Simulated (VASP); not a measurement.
A run of VASP 6.6.1:

Contents of INCAR:

```
SYSTEM = Re
ALGO     = Normal         ! electronic algorithm
EDIFF    = 1E-7           ! SCF threshold, eV
ENCUT    = 520            ! plane-wave cutoff, eV
GGA      = PS             ! functional
ISIF     = 2              ! what is computed and relaxed
ISMEAR   = -1             ! smearing method
LASPH    = .True.         ! aspherical terms in the spheres
LCHARG   = .False.        ! write CHGCAR
LREAL    = .False.        ! projectors in reciprocal space
LWAVE    = .False.        ! write WAVECAR
NBANDS   = 22             ! bands
NELM     = 60             ! most SCF steps
PREC     = Accurate       ! precision mode
SIGMA    = 0.05           ! smearing width, eV
```

Contents of KPOINTS:

```
k-points
0
Gamma
  11 11 3
  0 0 0
```

Contents of POSCAR:

```
Re
1.0
    2.7448241423      0.0000000000      0.0000000000
   -1.3724120711      2.3770874362      0.0000000000
    0.0000000000      0.0000000000      8.8730241836
Re
4
Direct
    0.6666666667      0.3333333333      0.7500000000
    0.0000000000      0.0000000000      0.5000000000
    0.3333333333      0.6666666667      0.2500000000
    0.0000000000      0.0000000000      0.0000000000
```

Potentials or basis: VASP PAW PBE potentials, release 64 (Re).

Launch:

```bash
$ cat potpaw_PBE.64/Re/POTCAR > POTCAR
$ mpirun -np 1 vasp_std > vasp.out
```

Hardware: 1 thread of Intel(R) Xeon(R) Platinum 8488C (Sapphire Rapids), on a shared host.

**Question.** How long does it take, and how much memory?

**Answer.** It took 48 s on 1 thread of Intel(R) Xeon(R) Platinum 8488C (Sapphire Rapids), on a shared host, peak memory 0.18 GiB. Counts: scf iterations 15, k points 32.
